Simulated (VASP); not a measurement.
Runs of VASP 6.6.1 on C. The structure is that of space group R-3m (No. 166), or close to it. The cells are those of the table. 

| cell | gap on the mesh (eV) | pressure (GPa) | largest force (eV/Å) |
| --- | --- | --- | --- |
| a = 3.177 Å, angles 38.9°, 2 atoms | none | 107.7 | 3.69 |
| a = 2.313 Å, angles 75.3°, 2 atoms | (a) | 80.8 | 10.22 |
| a = 2.897 Å, angles 45.7°, 2 atoms | none | 53.5 | 3.61 |
| a = 2.264 Å, angles 82.7°, 2 atoms | none | 189.5 | 25.21 |
| a = 3.467 Å, angles 33.6°, 2 atoms | none | 151.6 | (d) |
| a = 2.247 Å, 2 atoms | none | 339.7 | (c) |
| a = 2.699 Å, angles 52.2°, 2 atoms | 0.70 | (b) | 1.21 |
| a = 2.404 Å, angles 67.3°, 2 atoms | 2.69 | 15.5 | 2.24 |

Alike in all rows: task single point; level r2SCAN; potentials or basis VASP PAW PBE potentials, release 64 (C); no spin polarisation; k mesh 12 × 12 × 12; cutoff (eV) 520; smearing gaussian 0.05 eV.

Task: Estimate the missing entries.

Result: (a) 0.18; (b) 15.9; (c) 57.22; (d) 0.57.

Caveats: the PAW data sets were made with another functional, which shifts forces and pressure a little.

A k mesh can miss the band edges.

A gap of «none» marks levels without a gap at the run's occupations.
